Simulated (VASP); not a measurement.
Set up this calculation in VASP 6.6.1, as the native input.

| Quantity | Value |
| --- | --- |
| Task | relaxation of cell and atoms |
| Functional | PBE |
| Dispersion | D3(BJ) |
| Potentials or basis | VASP PAW PBE potentials, release 64 (Cd, In_d, O) |
| Cutoff | 600 eV |
| k mesh | 6 × 6 × 6 |
| Occupations | gaussian, width 0.02 eV |
| Spin | no spin polarisation |
| Dipole correction | no |
| Further INCAR settings | ALGO = Normal; EDIFF = 1e-07; IBRION = 2; EDIFFG = -0.02; NSW = 70; ISIF = 3 |

The structure of CdIn2O4 lies in POSCAR:

```
CdIn2O4
1.0
    0.0000000000      4.6594760611      4.6594760611
    4.6594760611      0.0000000000      4.6594760611
    4.6594760611      4.6594760611      0.0000000000
Cd In O
2 4 8
Direct
    0.2500000000      0.2500000000      0.2500000000
    0.0000000000      0.0000000000      0.0000000000
    0.1250000000      0.6250000000      0.6250000000
    0.6250000000      0.6250000000      0.6250000000
    0.6250000000      0.1250000000      0.6250000000
    0.6250000000      0.6250000000      0.1250000000
    0.8619851576      0.8619851576      0.8619851576
    0.8359554727      0.3880148424      0.3880148424
    0.3880148424      0.3880148424      0.8359554727
    0.3880148424      0.8359554727      0.3880148424
    0.8619851576      0.8619851576      0.4140445273
    0.8619851576      0.4140445273      0.8619851576
    0.3880148424      0.3880148424      0.3880148424
    0.4140445273      0.8619851576      0.8619851576
```

One way to write it, as run:

INCAR

```
SYSTEM = CdIn2O4
PREC     = Accurate       ! precision mode
ENCUT    = 600            ! plane-wave cutoff, eV
EDIFF    = 1E-7           ! SCF threshold, eV
ISMEAR   = 0              ! smearing method
SIGMA    = 0.02           ! smearing width, eV
LREAL    = .False.        ! projectors in reciprocal space
LASPH    = .True.         ! aspherical terms in the spheres
NELM     = 120            ! most SCF steps
ALGO     = Normal         ! electronic algorithm
ISIF     = 3              ! what is computed and relaxed
LWAVE    = .False.        ! write WAVECAR
LCHARG   = .False.        ! write CHGCAR
GGA      = PE             ! functional
IVDW     = 12             ! dispersion correction
IBRION   = 2              ! ionic algorithm
NSW      = 70             ! ionic steps
EDIFFG   = -0.02          ! ionic threshold
GGA_COMPAT= .False.      
NELMIN   = 4
```

KPOINTS

```
Automatic mesh
0
Gamma
  6 6 6
  0 0 0
```

Potentials or basis: VASP PAW PBE potentials, release 64 (Cd, In_d, O).

Launch:

```console
$ cat potpaw_PBE.64/Cd/POTCAR potpaw_PBE.64/In_d/POTCAR potpaw_PBE.64/O/POTCAR > POTCAR
$ mpirun -np 1 vasp_std > vasp.out
```

Results of the run:

- Relaxed volume: 14.22 Å³/atom
- Relaxed cell: a = 6.554 Å, b = 6.554 Å, c = 6.554 Å, α = 60.00°, β = 60.00°, γ = 60.00°
- Space group after relaxing (to 0.1 Å): Fd-3m (No. 227)
- Energy gained by relaxing: 1.5 meV/atom
- Ionic steps: 5
- Pressure after relaxing: 0.0 GPa
- Largest force after relaxing: 0.010 eV/Å
- Band gap on the k mesh: 0.97 eV (least direct gap 1.04 eV)
- Dispersion energy per atom: -0.219 eV

Caveat: spin-orbit coupling is left out, which moves the levels of the heavy elements.

Run time: 55 min on 1 thread of Intel(R) Xeon(R) Platinum 8488C (Sapphire Rapids), with other jobs on the host, peak memory 0.58 GiB.
